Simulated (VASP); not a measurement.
# Bi (Im-3m) in VASP: single point with PBEsol

Aim: the single point of Bi with PBEsol.

All numbers are computed with VASP 6.6.1; they aren't measurements. Logs are shortened: lines on timing, memory, paths and dates and some standing lists are left out, and cuts for length are marked.

## 1. The cell of the first run

The structure is cubic, space group Im-3m (No. 229). Conventional cell: a = 3.963 Å, b = 3.963 Å, c = 3.963 Å, α = 90.00°, β = 90.00°, γ = 90.00°. Bi (site symmetry m-3m) has 14 Bi at 3.43 to 3.96 Å within 4.5 Å.

## 2. Single point, PBEsol

Input file INCAR:

```
PREC = Accurate ; ENCUT = 500
EDIFF = 1E-6 ; ISMEAR = 1
SIGMA = 0.1 ; LREAL = False
LASPH = True ; NELM = 120
ALGO = Normal ; ISIF = 2
LWAVE = False ; LCHARG = False
GGA = PS ; NBANDS = 14
GGA_COMPAT = False
```

Input file KPOINTS:

```
regular mesh
0
Gamma
  5 5 5
```

Input file POSCAR:

```
Bi
1.0
   -1.9814300000      1.9814300000      1.9814300000
    1.9814300000     -1.9814300000      1.9814300000
    1.9814300000      1.9814300000     -1.9814300000
Bi
1
Direct
    0.0000000000      0.0000000000      0.0000000000
```

Potentials or basis: VASP PAW PBE potentials, release 64 (Bi_d).

Run with:

```console
> cat potpaw_PBE.64/Bi_d/POTCAR > POTCAR
> mpirun -np 1 vasp_std > vasp.out
```

OUTCAR:

```text
PREC = Accurate
   ENCUT = 500
   EDIFF = 1E-6
   ISMEAR = 1
   LREAL = False
   LASPH = True
   NELM = 120
   ISIF = 2
   GGA = PS

 ion  position               nearest neighbor table
   1  0.000  0.000  0.000-

  LATTYP: Found a body centered cubic cell.
 ALAT       =     3.9628600000

  Lattice vectors:

 A1 = (  -1.9814300000,   1.9814300000,   1.9814300000)
 A2 = (   1.9814300000,  -1.9814300000,   1.9814300000)
 A3 = (   1.9814300000,   1.9814300000,  -1.9814300000)

Analysis of symmetry for initial positions (statically):
=====================================================================
 Subroutine PRICEL returns:
 Original cell was already a primitive cell.

 Routine SETGRP: Setting up the symmetry group for a
 body centered cubic supercell.

 Subroutine GETGRP returns: Found 48 space group operations
 (whereof 48 operations were pure point group operations)
 out of a pool of 48 trial point group operations.

The static configuration has the point symmetry O_h .

Analysis of symmetry for dynamics (positions and initial velocities):
=====================================================================
 Subroutine PRICEL returns:
 Original cell was already a primitive cell.

 Routine SETGRP: Setting up the symmetry group for a
 body centered cubic supercell.

 Subroutine GETGRP returns: Found 48 space group operations
 (whereof 48 operations were pure point group operations)
 out of a pool of 48 trial point group operations.

The dynamic configuration has the point symmetry O_h .

 Subroutine INISYM returns: Found 48 space group operations
 (whereof 48 operations are pure point group operations),
 and found     1 'primitive' translations

----------------------------------------------------------------------------------------

                                     Primitive cell

  volume of cell :      31.1169

  direct lattice vectors                    reciprocal lattice vectors
    -1.981430000  1.981430000  1.981430000     0.000000000  0.252343005  0.252343005
     1.981430000 -1.981430000  1.981430000     0.252343005  0.000000000  0.252343005
     1.981430000  1.981430000 -1.981430000     0.252343005  0.252343005  0.000000000

  length of vectors
     3.431937432  3.431937432  3.431937432     0.356866900  0.356866900  0.356866900

  position of ions in fractional coordinates (direct lattice)
     0.000000000  0.000000000  0.000000000

  ion indices of the primitive-cell ions
   primitive index   ion index
                 1           1

----------------------------------------------------------------------------------------

 KPOINTS: regular mesh

Automatic generation of k-mesh.
 Grid dimensions read from file:
 generate k-points for:    5    5    5

 Generating k-lattice:

  Cartesian coordinates                     Fractional coordinates (reciprocal lattice)
     0.000000000  0.050468601  0.050468601     0.200000000  0.000000000  0.000000000
     0.050468601  0.000000000  0.050468601     0.000000000  0.200000000  0.000000000
     0.050468601  0.050468601  0.000000000     0.000000000  0.000000000  0.200000000

  Length of vectors
     0.071373380  0.071373380  0.071373380

  Shift w.r.t. Gamma in fractional coordinates (k-lattice)
     0.000000000  0.000000000  0.000000000

 Subroutine IBZKPT returns following result:
 ===========================================

 Found     10 irreducible k-points:

 Following reciprocal coordinates:
            Coordinates               Weight
  0.000000  0.000000  0.000000      1.000000
  0.200000  0.000000  0.000000     12.000000
  0.400000  0.000000  0.000000     12.000000
  0.200000  0.200000  0.000000     24.000000
  0.400000  0.200000  0.000000     24.000000
  0.200000  0.200000  0.200000      8.000000
 -0.200000  0.200000  0.200000      6.000000
 -0.400000  0.400000  0.200000     24.000000
 -0.400000 -0.400000  0.200000      8.000000
 -0.400000  0.400000  0.400000      6.000000
   k-points           NKPTS =     10   k-points in BZ     NKDIM =     10   number of bands    NBANDS=     14
   number of dos      NEDOS =    301   number of ions     NIONS =      1
   total plane-waves  NPLWV =  21952
   dimension x,y,z NGX =    28 NGY =   28 NGZ =   28
   dimension x,y,z NGXF=    56 NGYF=   56 NGZF=   56
   ions per type =               1
   NGX,Y,Z   is equivalent  to a cutoff of  13.56, 13.56, 13.56 a.u.
   NGXF,Y,Z  is equivalent  to a cutoff of  27.13, 27.13, 27.13 a.u.
 SYSTEM =  unknown system
   PREC   = accura    normal or accurate (medium, high low for compatibility)
   ISTART =      0    job   : 0-new  1-cont  2-samecut
   ICHARG =      2    charge: 1-file 2-atom 10-const
   ISPIN  =      1    spin polarized calculation?
   LNONCOLLINEAR =      F non collinear calculations
   LSORBIT =      F    spin-orbit coupling
   LASPH  =      T    aspherical Exc in radial PAW
   ENCUT  =  500.0 eV  36.75 Ry    6.06 a.u.   6.26  6.26  6.26*2*pi/ulx,y,z
   NELM   =    120;   NELMIN=  2; NELMDL= -5     # of ELM steps
   EDIFF  = 0.1E-05   stopping-criterion for ELM
   LREAL  =      F    real-space projection
   EDIFFG = 0.1E-04   stopping-criterion for IOM
   NSW    =      0    number of steps for IOM
   IBRION =     -1    ionic relax: 0-MD 1-quasi-New 2-CG
   NFREE  =      0    steps in history (QN), initial steepest desc. (CG)
   ISIF   =      2    stress and relaxation
   ISYM   =      2    0-nonsym 1-usesym 2-fastsym
   POTIM  = 0.5000    time-step for ionic-motion
   TEBEG  =    0.0;   TEEND  =   0.0 temperature during run
   PSTRESS=    0.0 pullay stress
   NELECT =      15.0000    total number of electrons
   NUPDOWN=      -1.0000    fix difference up-down
   EMIN   =  10.00;   EMAX   =-10.00  energy-range for DOS
   EFERMI =   0.00;   METHOD = LEGACY
   ISMEAR =     1;   SIGMA  =   0.10  broadening in eV -4-tet -1-fermi 0-gaus
   EFERMI_NEDOS =   21; number of points for ismear=-14 and -15
   IALGO  =     38    algorithm
   IMIX   =      4    mixing-type and parameters
     AMIX     =   0.40;   BMIX     =  1.00
     AMIX_MAG =   1.60;   BMIX_MAG =  1.00
  volume/ion in A,a.u.               =      31.12       209.99
  Fermi-wavevector in a.u.,A,eV,Ry     =   1.283630  2.425709 22.418400  1.647706
  Thomas-Fermi vector in A             =   2.415871
   LORBIT       =      0    0 simple, 1 ext, 2 COOP (PROOUT), +10 PAW based schemes
   GGA     = PS    functional components
   LHFCALC =     F    Hartree Fock is set to
   AEXX    =    0.0000 exact exchange contribution
   IVDW    =     0    specifies the selected vdW correction
   LEPSILON=     F    determine dielectric tensor
   LRPA    =     F    only Hartree local field effects (RPA)
 non-spin polarized calculation
 Methfessel and Paxton  Order N= 1 SIGMA  =   0.10
  energy-cutoff  :      500.00
  volume of cell :       31.12
 maximum number of plane-waves:       802
 NGX is ok and might be reduce to    28
   NGX = 13   NGY = 13   NGZ = 13

 number of electron      14.9999994 magnetization

 Free energy of the ion-electron system (eV)
  ---------------------------------------------------
  ext. energy  EPLUGINS =         0.00000000
  ---------------------------------------------------
  free energy    TOTEN  =        -4.10215654 eV

  energy without entropy =       -4.09958600  energy(sigma->0) =       -4.10129969

 E-fermi :   8.0103     XC(G=0): -10.4363

 val. band max:        7.9914319660   @ k =  -0.4000   0.4000   0.2000
 cond. band min:       8.1048220539   @ k =   0.2000   0.2000   0.0000
 fundamental gap:      0.1133900879
 Fermi energy:         8.0103128946

 k-point     1 :       0.0000    0.0000    0.0000
  band No.  band energies     occupation
      1     -15.1912      2.00000
      2     -15.1912      2.00000
      3     -15.1912      2.00000
      4     -15.0623      2.00000
      5     -15.0623      2.00000
      6      -5.7804      2.00000
      7      12.8683      0.00000
      8      12.8683      0.00000
      9      12.8683      0.00000
     10      16.8533      0.00000
     11      18.2254      0.00000
     12      18.2254      0.00000
     13      18.2254      0.00000
     14      19.4423      0.00000

 k-point     2 :       0.2000    0.0000    0.0000
  band No.  band energies     occupation
      1     -15.2050      2.00000
      2     -15.1703      2.00000
      3     -15.1186      2.00000
      4     -15.0760      2.00000
      5     -15.0650      2.00000
      6      -5.0619      2.00000
      7       8.3515     -0.00002
      8      11.2579      0.00000
      9      12.2618      0.00000
     10      15.3423      0.00000
     11      16.5077      0.00000
     12      18.0356      0.00000
     13      19.4693      0.00000
     14      21.9758      0.00000

 k-point     3 :       0.4000    0.0000    0.0000
  band No.  band energies     occupation
      1     -15.2274      2.00000
      2     -15.1649      2.00000
      3     -15.0731      2.00000
      4     -15.0691      2.00000
      5     -14.9986      2.00000
      6      -3.2524      2.00000
      7       3.5789      2.00000
      8       9.5631     -0.00000
      9      11.3421      0.00000
     10      13.8766      0.00000
     11      15.4471      0.00000
     12      19.5881      0.00000
     13      20.9484      0.00000
     14      24.9593      0.00000
[... 86 lines left out ...]
 k-point     9 :      -0.4000   -0.4000    0.2000
  band No.  band energies     occupation
      1     -15.1508      2.00000
      2     -15.1508      2.00000
      3     -15.1243      2.00000
      4     -15.0141      2.00000
      5     -15.0141      2.00000
      6      -1.7204      2.00000
      7       4.8243      2.00000
      8       4.8243      2.00000
      9       9.5210     -0.00000
     10      14.4383      0.00000
     11      14.4383      0.00000
     12      17.3918      0.00000
     13      23.3822      0.00000
     14      24.3117      0.00000

 k-point    10 :      -0.4000    0.4000    0.4000
  band No.  band energies     occupation
      1     -15.1893      2.00000
      2     -15.1761      2.00000
      3     -15.0206      2.00000
      4     -15.0206      2.00000
      5     -15.0158      2.00000
      6      -1.2628      2.00000
      7       5.6096      2.00000
      8       6.3901      2.00000
      9       6.3901      2.00000
     10      11.5680      0.00000
     11      13.3164      0.00000
     12      22.3699      0.00000
     13      23.4467      0.00000
     14      23.4473      0.00000

------------------------ aborting loop because EDIFF is reached ----------------------------------------

  FORCE on cell =-STRESS in cart. coord.  units (eV):
  Direction    XX          YY          ZZ          XY          YZ          ZX
  --------------------------------------------------------------------------------------
  -------------------------------------------------------------------------------------
  Total       -0.3091428     -0.3091428     -0.3091428     -0.0000000      0.0000000      0.0000000
  in kB      -15.9174500    -15.9174500    -15.9174500     -0.0000000      0.0000000      0.0000000
  external PRESSURE =     -15.9174500 kB  Pullay stress =       0.0000000 kB

 VOLUME and BASIS-vectors are now :
 -----------------------------------------------------------------------------
  energy-cutoff  :      500.00
  volume of cell :       31.12
      direct lattice vectors                 reciprocal lattice vectors
    -1.981430000  1.981430000  1.981430000     0.000000000  0.252343005  0.252343005
     1.981430000 -1.981430000  1.981430000     0.252343005  0.000000000  0.252343005
     1.981430000  1.981430000 -1.981430000     0.252343005  0.252343005  0.000000000

 POSITION                                       TOTAL-FORCE (eV/Angst)
 -----------------------------------------------------------------------------------
      0.00000      0.00000      0.00000        -0.000000     -0.000000      0.000000
 -----------------------------------------------------------------------------------
    total drift:                               -0.000000     -0.000000      0.000000

  FREE ENERGIE OF THE ION-ELECTRON SYSTEM (eV)
  ---------------------------------------------------
  free  energy   TOTEN  =        -4.1021565379 eV

  energy  without entropy=       -4.0995859962  energy(sigma->0) =       -4.10129969
```

It used 7.1 s of CPU time on 1 thread of AMD EPYC 7R13 Processor (Zen 3), on a shared host.

What came out:

```
Free energy : -4.1022 eV
Pressure    : -1.6 GPa
```

Caveat: the k points lie up to 0.45 Å⁻¹ apart; the PAW data sets were made with another functional, which shifts forces and pressure a little; spin-orbit coupling is left out, which moves the levels of the heavy elements.
